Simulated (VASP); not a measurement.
Runs of VASP 6.6.1 on Ge3N. The structure is that of space group Fm-3m (No. 225), or close to it. The cells are those of the table. The cell was built from a structure type or drawn by symmetry, and may not be a known phase.

```csv
task,cell,k mesh,cutoff (eV),gap on the mesh (eV),pressure (GPa),relaxed volume (Å³/atom)
relaxation of cell and atoms,"relaxed from a = 4.428 Å, angles 60.0°, 4 atoms",6 × 6 × 6,600,-,-0.1,(a)
relaxation of cell and atoms,"relaxed from a = 4.780 Å, angles 60.0°, 4 atoms",4 × 4 × 4,600,-,-0.1,15.33
relaxation of cell and atoms,"relaxed from a = 4.441 Å, angles 60.0°, 4 atoms",12 × 12 × 12,600,-,0.0,15.54
single point,"a = 4.441 Å, angles 60.0°, 4 atoms",6 × 6 × 6,520,none,(b),-
single point,"a = 4.428 Å, angles 60.0°, 4 atoms",4 × 4 × 4,520,none,-0.1,-
single point,"a = 4.445 Å, angles 60.0°, 4 atoms",12 × 12 × 12,520,none,0.1,-
single point,"a = 4.780 Å, angles 60.0°, 4 atoms",4 × 4 × 4,520,none,-12.1,-
```

Alike in all rows: level PBE; potentials or basis VASP PAW PBE potentials, release 64 (Ge_d, N); no spin polarisation; smearing gaussian 0.1 eV.

**Question.** Estimate the missing entries.

**Answer.** (a) 15.48; (b) -0.2.

Caveats: some runs use coarse meshes; the highest band is partly filled, so the run has too few bands (at least some runs); the volume moved by over 15 % at a fixed basis, so the end points are rough (at least some runs).

A k mesh can miss the band edges, and the runs leave out spin-orbit coupling on Ge.

A gap of «none» marks levels without a gap at the run's occupations.
